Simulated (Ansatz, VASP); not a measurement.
**One calculation of GaB, two programs**

The input INCAR:

```
SYSTEM = GaB
AGGAC    = 1.0          
AGGAX    = 1.0          
ALDAC    = 0.0          
ALDAX    = 1.0          
ALGO     = Normal         ! electronic algorithm
EDIFF    = 1E-6           ! SCF threshold, eV
ENCUT    = 520            ! plane-wave cutoff, eV
GGA      = B5             ! functional
ISIF     = 2              ! what is computed and relaxed
ISMEAR   = -1             ! smearing method
LASPH    = .TRUE.         ! aspherical terms in the spheres
LCHARG   = .FALSE.        ! write CHGCAR
LREAL    = .FALSE.        ! projectors in reciprocal space
LWAVE    = .FALSE.        ! write WAVECAR
NBANDS   = 15             ! bands
NELM     = 100            ! most SCF steps
PREC     = Accurate       ! precision mode
SIGMA    = 0.05           ! smearing width, eV
```

The input KPOINTS:

```
k-points
0
G
  6 6 5
  0 0 0
```

The input POSCAR:

```
GaB
1.0
    2.7182400000      0.0000000000      0.0000000000
    0.0000000000      2.7182400000      0.0000000000
    0.0000000000      0.0000000000      3.2362100000
Ga B
1 1
Direct
    0.5000000000      0.5000000000      0.5000000000
    0.0000000000      0.0000000000      0.0000000000
```

input.yaml

```yaml
crystal:
  lattice:
    - [2.71824, 0.0, 0.0]
    - [0.0, 2.71824, 0.0]
    - [0.0, 0.0, 3.23621]
  atoms:
    - { symbol: Ga, position: [0.5, 0.5, 0.5] }
    - { symbol: B, position: [0.0, 0.0, 0.0] }
hamiltonian:
  xc: blyp
  pseudopotentials: { kind: paw }
kpoints:
  mp_grid: { grid: [6, 6, 5] }
  band_path:
    path:
      - [[0.0, 0.0, 0.0], [0.0, 0.5, 0.0], [0.5, 0.5, 0.0], [0.0, 0.0, 0.0], [0.0, 0.0, 0.5], [0.0, 0.5, 0.5], [0.5, 0.5, 0.5], [0.0, 0.0, 0.5]]
      - [[0.0, 0.5, 0.0], [0.0, 0.5, 0.5]]
      - [[0.5, 0.5, 0.0], [0.5, 0.5, 0.5]]
    npoints: 14
scf:
  occupations: { method: fermi_dirac, width: 0.05 }
  n_extra_bands: 6
output:
  forces: true
  stress: true
  eigenvalues: true
  fatbands: false
  write_density: true
  write_potential: true
  elf: true
  volumetric_format: npy
```

Alike in both runs: functional BLYP; k mesh 6 × 6 × 5; occupations fermi-dirac, width 0.05 eV; no spin polarisation.

```csv
,VASP,Ansatz
version,VASP 6.6.1,Ansatz 0.2.0
potentials or method,"VASP PAW PBE potentials, release 64 (Ga_d, B)",Ansatz PAW
plane-wave cutoff (eV),520,420
valence electrons in the cell,16,16
task,single point,band structure
```

```tsv
	VASP	Ansatz	Ansatz less VASP
gap on the k mesh at the Fermi level (eV)	none	none	-
pressure (GPa)	8.5	8.5	-0.02
traceless stress, the component that is largest in VASP (GPa)	-3.01	-2.99	+0.020
```

VASP's potentials were made for PBE, not for BLYP. A gap of «none» marks a metal or a gap that the smearing closes. The functional is the same, so the differences come from potentials, cutoffs and numerics.

The k mesh is coarse, so the values compare programs but aren't converged.
